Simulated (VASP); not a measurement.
# HgTe (I-4m2) in VASP: notebook

The runs below take HgTe through single point, with PBEsol.

All numbers are computed with VASP 6.6.1; they aren't measurements. Logs are shortened: lines on timing, memory, paths and dates and some standing lists are left out, and cuts for length are marked.

## 1. The cell of the first run

It takes space group I-4m2 (No. 119, tetragonal). The conventional cell has a = 6.175 Å, b = 6.175 Å, c = 3.035 Å, α = 90.00°, β = 90.00°, γ = 90.00°. Within 4.0 Å of Hg (site symmetry -4m2) lie 2 Hg at 3.04 Å and 8 Te at 3.18 to 3.84 Å. Within 4.0 Å of Te (site symmetry -4m2) lie 2 Te at 3.04 Å and 8 Hg at 3.18 to 3.84 Å.

## 2. Single point, PBEsol

File INCAR:

```
ALGO = Normal
EDIFF = 1E-6
ENCUT = 520
GGA = PS
ISIF = 2
ISMEAR = 0
LASPH = True
LCHARG = True
LELF = True
LREAL = False
LVHAR = True
LWAVE = False
NBANDS = 16
NELM = 100
PREC = Accurate
SIGMA = 0.15
```

File KPOINTS:

```
k-points
0
Gamma
  18 18 18
```

File POSCAR:

```
HgTe
1.0
   -3.0873287741      3.0873287741      1.5175434582
    3.0873287741     -3.0873287741      1.5175434582
    3.0873287741      3.0873287741     -1.5175434582
Hg Te
1 1
Direct
    0.2500000000      0.7500000000      0.5000000000
    0.0000000000      0.0000000000      0.0000000000
```

Potentials or basis: VASP PAW PBE potentials, release 64 (Hg, Te).

Command:

```console
$ cat potpaw_PBE.64/Hg/POTCAR potpaw_PBE.64/Te/POTCAR > POTCAR
$ mpirun -np 1 vasp_std > vasp.out
```

OUTCAR:

```text
EDIFF = 1E-6
   ENCUT = 520
   GGA = PS
   ISIF = 2
   ISMEAR = 0
   LASPH = True
   LREAL = False
   NELM = 100
   PREC = Accurate

 ion  position               nearest neighbor table
   1  0.250  0.750  0.500-   2 3.18   2 3.18   2 3.18   2 3.18
   2  0.000  0.000  0.000-   1 3.18   1 3.18   1 3.18   1 3.18

  LATTYP: Found a body centered tetragonal cell.
 ALAT       =     6.1746575482
 C/A-ratio  =     0.4915393109

  Lattice vectors:

 A1 = (  -3.0873287741,   3.0873287741,   1.5175434582)
 A2 = (   3.0873287741,  -3.0873287741,   1.5175434582)
 A3 = (   3.0873287741,   3.0873287741,  -1.5175434582)

Analysis of symmetry for initial positions (statically):
=====================================================================
 Subroutine PRICEL returns:
 Original cell was already a primitive cell.

 Routine SETGRP: Setting up the symmetry group for a
 body centered tetragonal supercell.

 Subroutine GETGRP returns: Found  8 space group operations
 (whereof  8 operations were pure point group operations)
 out of a pool of 16 trial point group operations.

The static configuration has the point symmetry D_2d.

Analysis of symmetry for dynamics (positions and initial velocities):
=====================================================================
 Subroutine PRICEL returns:
 Original cell was already a primitive cell.

 Routine SETGRP: Setting up the symmetry group for a
 body centered tetragonal supercell.

 Subroutine GETGRP returns: Found  8 space group operations
 (whereof  8 operations were pure point group operations)
 out of a pool of 16 trial point group operations.

The dynamic configuration has the point symmetry D_2d.

 Subroutine INISYM returns: Found  8 space group operations
 (whereof  8 operations are pure point group operations),
 and found     1 'primitive' translations

----------------------------------------------------------------------------------------

                                     Primitive cell

  volume of cell :      57.8585

  direct lattice vectors                    reciprocal lattice vectors
    -3.087328774  3.087328774  1.517543458     0.000000000  0.161952301  0.329479856
     3.087328774 -3.087328774  1.517543458     0.161952301  0.000000000  0.329479856
     3.087328774  3.087328774 -1.517543458     0.161952301  0.161952301  0.000000000

  length of vectors
     4.622351790  4.622351790  4.622351790     0.367131480  0.367131480  0.229035141

  position of ions in fractional coordinates (direct lattice)
     0.250000000  0.750000000  0.500000000
     0.000000000  0.000000000  0.000000000

  ion indices of the primitive-cell ions
   primitive index   ion index
                 1           1
                 2           2

----------------------------------------------------------------------------------------

 KPOINTS: k-points

Automatic generation of k-mesh.
 Grid dimensions read from file:
 generate k-points for:   18   18   18

 Generating k-lattice:

  Cartesian coordinates                     Fractional coordinates (reciprocal lattice)
     0.000000000  0.008997350  0.018304436     0.055555556  0.000000000  0.000000000
     0.008997350  0.000000000  0.018304436     0.000000000  0.055555556  0.000000000
     0.008997350  0.008997350  0.000000000     0.000000000  0.000000000  0.055555556

  Length of vectors
     0.020396193  0.020396193  0.012724175

  Shift w.r.t. Gamma in fractional coordinates (k-lattice)
     0.000000000  0.000000000  0.000000000

 Subroutine IBZKPT returns following result:
 ===========================================

 Found    480 irreducible k-points:

 Following reciprocal coordinates:
            Coordinates               Weight
  0.000000  0.000000  0.000000      1.000000
  0.055556  0.000000 -0.000000      8.000000
  0.111111  0.000000 -0.000000      8.000000
  0.166667  0.000000 -0.000000      8.000000
  0.222222  0.000000  0.000000      8.000000
  0.277778  0.000000 -0.000000      8.000000
[... 16 lines left out ...]
 -0.277778  0.055556  0.000000     16.000000
 -0.222222  0.055556 -0.000000     16.000000
 [... further k-points ...]
   k-points           NKPTS =    480   k-points in BZ     NKDIM =    480   number of bands    NBANDS=     16
   number of dos      NEDOS =    301   number of ions     NIONS =      2
   total plane-waves  NPLWV =  46656
   dimension x,y,z NGX =    36 NGY =   36 NGZ =   36
   dimension x,y,z NGXF=    72 NGYF=   72 NGZF=   72
   ions per type =               1   1
   NGX,Y,Z   is equivalent  to a cutoff of  12.95, 12.95, 12.95 a.u.
   NGXF,Y,Z  is equivalent  to a cutoff of  25.90, 25.90, 25.90 a.u.
 SYSTEM =  unknown system
   PREC   = accura    normal or accurate (medium, high low for compatibility)
   ISTART =      0    job   : 0-new  1-cont  2-samecut
   ICHARG =      2    charge: 1-file 2-atom 10-const
   ISPIN  =      1    spin polarized calculation?
   LNONCOLLINEAR =      F non collinear calculations
   LSORBIT =      F    spin-orbit coupling
   LASPH  =      T    aspherical Exc in radial PAW
   ENCUT  =  520.0 eV  38.22 Ry    6.18 a.u.   8.59  8.59  8.59*2*pi/ulx,y,z
   NELM   =    100;   NELMIN=  2; NELMDL= -5     # of ELM steps
   EDIFF  = 0.1E-05   stopping-criterion for ELM
   LREAL  =      F    real-space projection
   EDIFFG = 0.1E-04   stopping-criterion for IOM
   NSW    =      0    number of steps for IOM
   IBRION =     -1    ionic relax: 0-MD 1-quasi-New 2-CG
   NFREE  =      0    steps in history (QN), initial steepest desc. (CG)
   ISIF   =      2    stress and relaxation
   ISYM   =      2    0-nonsym 1-usesym 2-fastsym
   POTIM  = 0.5000    time-step for ionic-motion
   TEBEG  =    0.0;   TEEND  =   0.0 temperature during run
   PSTRESS=    0.0 pullay stress
   NELECT =      18.0000    total number of electrons
   NUPDOWN=      -1.0000    fix difference up-down
   EMIN   =  10.00;   EMAX   =-10.00  energy-range for DOS
   EFERMI =   0.00;   METHOD = LEGACY
   ISMEAR =     0;   SIGMA  =   0.15  broadening in eV -4-tet -1-fermi 0-gaus
   EFERMI_NEDOS =   21; number of points for ismear=-14 and -15
   IALGO  =     38    algorithm
   IMIX   =      4    mixing-type and parameters
     AMIX     =   0.40;   BMIX     =  1.00
     AMIX_MAG =   1.60;   BMIX_MAG =  1.00
  volume/ion in A,a.u.               =      28.93       195.22
  Fermi-wavevector in a.u.,A,eV,Ry     =   1.109286  2.096246 16.742166  1.230515
  Thomas-Fermi vector in A             =   2.245823
   LORBIT       =      0    0 simple, 1 ext, 2 COOP (PROOUT), +10 PAW based schemes
   GGA     = PS    functional components
   LHFCALC =     F    Hartree Fock is set to
   AEXX    =    0.0000 exact exchange contribution
   IVDW    =     0    specifies the selected vdW correction
   LEPSILON=     F    determine dielectric tensor
   LRPA    =     F    only Hartree local field effects (RPA)
 non-spin polarized calculation
 Gauss-broadening in eV      SIGMA  =   0.15
  energy-cutoff  :      520.00
  volume of cell :       57.86
 maximum number of plane-waves:      1589
   NGX = 17   NGY = 17   NGZ = 17

 number of electron      18.0000002 magnetization

 Free energy of the ion-electron system (eV)
  ---------------------------------------------------
  ext. energy  EPLUGINS =         0.00000000
  ---------------------------------------------------
  free energy    TOTEN  =        -4.06046540 eV

  energy without entropy =       -4.05292194  energy(sigma->0) =       -4.05669367

 E-fermi :   4.2445     XC(G=0):  -9.9843

 val. band max:        4.2437377980   @ k =  -0.1667  -0.4444   0.1667
 cond. band min:       4.2450447560   @ k =  -0.1111  -0.2778   0.1111
 fundamental gap:      0.0013069580
 Fermi energy:         4.2444734394

 k-point     1 :       0.0000    0.0000    0.0000
  band No.  band energies     occupation
      1      -8.3048      2.00000
      2      -3.3079      2.00000
      3      -2.4033      2.00000
      4      -2.3263      2.00000
      5      -1.8254      2.00000
      6      -1.8254      2.00000
[... 8 lines left out ...]
     15      14.1004      0.00000
     16      15.0302      0.00000

 k-point     2 :       0.0556    0.0000   -0.0000
  band No.  band energies     occupation
      1      -8.2522      2.00000
      2      -3.2530      2.00000
      3      -2.3960      2.00000
      4      -2.3289      2.00000
      5      -1.8578      2.00000
      6      -1.8575      2.00000
[... 8 lines left out ...]
     15      14.2355      0.00000
     16      15.2634      0.00000

 k-point     3 :       0.1111    0.0000   -0.0000
  band No.  band energies     occupation
      1      -8.0953      2.00000
      2      -3.0929      2.00000
      3      -2.3752      2.00000
      4      -2.3364      2.00000
      5      -1.9478      2.00000
      6      -1.9449      2.00000
[... 8 lines left out ...]
     15      14.5869      0.00000
     16      14.8601      0.00000

 k-point     4 :       0.1667    0.0000   -0.0000
  band No.  band energies     occupation
      1      -7.8385      2.00000
      2      -2.8442      2.00000
      3      -2.3474      2.00000
      4      -2.3456      2.00000
      5      -2.0757      2.00000
      6      -2.0665      2.00000
[... 8 lines left out ...]
     15      13.8832      0.00000
     16      14.1710      0.00000
[... 324 lines left out ...]
 k-point    22 :      -0.3333    0.0556    0.0000
  band No.  band energies     occupation
      1      -7.0134      2.00000
      2      -2.4351      2.00000
      3      -2.4072      2.00000
      4      -2.3045      2.00000
      5      -2.2172      2.00000
      6      -2.1972      2.00000
[... 8 lines left out ...]
     15      13.2104      0.00000
     16      13.7707      0.00000

 k-point    23 :      -0.2778    0.0556    0.0000
  band No.  band energies     occupation
      1      -7.4422      2.00000
      2      -2.5477      2.00000
      3      -2.3831      2.00000
      4      -2.3382      2.00000
      5      -2.1951      2.00000
      6      -2.1770      2.00000
[... 8 lines left out ...]
     15      13.4478      0.00000
     16      13.9259      0.00000

 k-point    24 :      -0.2222    0.0556   -0.0000
  band No.  band energies     occupation
      1      -7.7967      2.00000
      2      -2.8463      2.00000
      3      -2.3801      2.00000
      4      -2.3445      2.00000
      5      -2.0721      2.00000
      6      -2.0565      2.00000
[... 8 lines left out ...]
     15      13.8702      0.00000
     16      14.5755      0.00000

 [... further k-points ...]
[... 5 lines left out ...]
  --------------------------------------------------------------------------------------
  -------------------------------------------------------------------------------------
  Total       -1.4946752     -1.4946752     -0.1441165      0.0000000      0.0000000      0.0000000
  in kB      -41.3895335    -41.3895335     -3.9907773      0.0000000      0.0000000      0.0000000
  external PRESSURE =     -28.9232814 kB  Pullay stress =       0.0000000 kB

 VOLUME and BASIS-vectors are now :
 -----------------------------------------------------------------------------
  energy-cutoff  :      520.00
  volume of cell :       57.86
      direct lattice vectors                 reciprocal lattice vectors
    -3.087328774  3.087328774  1.517543458     0.000000000  0.161952301  0.329479856
     3.087328774 -3.087328774  1.517543458     0.161952301  0.000000000  0.329479856
     3.087328774  3.087328774 -1.517543458     0.161952301  0.161952301  0.000000000

 POSITION                                       TOTAL-FORCE (eV/Angst)
 -----------------------------------------------------------------------------------
      3.08733     -0.00000      0.75877         0.000000      0.000000     -0.000000
      0.00000      0.00000      0.00000        -0.000000     -0.000000      0.000000
 -----------------------------------------------------------------------------------
    total drift:                                0.000000     -0.000000      0.000000

  FREE ENERGIE OF THE ION-ELECTRON SYSTEM (eV)
  ---------------------------------------------------
  free  energy   TOTEN  =        -4.0604653989 eV

  energy  without entropy=       -4.0529219440  energy(sigma->0) =       -4.05669367
```

It took 6.8 min on 1 thread of Intel Xeon Platinum 8259CL at 2.50GHz (Skylake/Cascade Lake), shared host; peak memory 0.58 GiB.

Results:

| Quantity | Value |
| --- | --- |
| Free energy | -4.0605 eV |
| Pressure | -2.9 GPa |
| Band gap on the k mesh | zero (band 9 reaches 5.52 eV, above the bottom of band 10 at 1.85 eV) |

Stress tensor (GPa, compression positive):
```
-4.14  0.00  0.00
 0.00 -4.14  0.00
 0.00  0.00 -0.40
```

Caveat: the PAW data sets were made with another functional, which shifts forces and pressure a little; spin-orbit coupling is left out, which moves the levels of the heavy elements.

## 3. Single point, PBEsol

File INCAR:

```
PREC = Accurate
ENCUT = 520
EDIFF = 1E-6
ISMEAR = 0
SIGMA = 0.15
LREAL = False
LASPH = True
NELM = 80
ALGO = Normal
ISIF = 2
LWAVE = False
LCHARG = True
GGA = PS
LELF = True
LVHAR = True
NBANDS = 16
```

File KPOINTS:

```
Automatic mesh
0
Gamma
  18 18 18
```

File POSCAR:

```
HgTe
1.0
   -2.9964717795      2.9964717795      1.6109665182
    2.9964717795     -2.9964717795      1.6109665182
    2.9964717795      2.9964717795     -1.6109665182
Hg Te
1 1
Direct
    0.2500000000      0.7500000000      0.5000000000
    0.0000000000      0.0000000000      0.0000000000
```

Potentials or basis: VASP PAW PBE potentials, release 64 (Hg, Te).

Command:

```console
$ cat potpaw_PBE.64/Hg/POTCAR potpaw_PBE.64/Te/POTCAR > POTCAR
$ mpirun -np 1 vasp_std > vasp.out
```

Wall time 3.6 min (1 thread of Intel Xeon Platinum 8559C (Emerald Rapids), shared host); peak memory 0.57 GiB.

The run converged. Its results:

* Free energy: -4.0808 eV
* Pressure: -3.6 GPa
* Band gap on the k mesh: zero (band 9 reaches 6.13 eV, above the bottom of band 10 at 2.00 eV)

Stress tensor (GPa, compression positive):
```
-3.53  0.00  0.00
 0.00 -3.53  0.00
 0.00  0.00 -3.73
```

Levels at points of the mesh, in eV from the Fermi level:
| k point | band 7 | band 8 | band 9 | band 10 | band 11 | band 12 |
| --- | --- | --- | --- | --- | --- | --- |
| (0.00, 0.00, 0.00) | -3.27 | -2.34 | -2.34 | 2.76 | 4.66 | 7.20 |
| (0.50, 0.00, 0.00) | -4.51 | -2.14 | -1.33 | -0.33 | 3.26 | 3.64 |
| (0.50, 0.50, 0.00) | -6.10 | -0.74 | 1.79 | 2.08 | 2.27 | 3.44 |
| (0.50, 0.50, 0.50) | -4.37 | -4.37 | -4.36 | 2.39 | 6.45 | 8.38 |

Caveat: the PAW data sets were made with another functional, which shifts forces and pressure a little; spin-orbit coupling is left out, which moves the levels of the heavy elements.
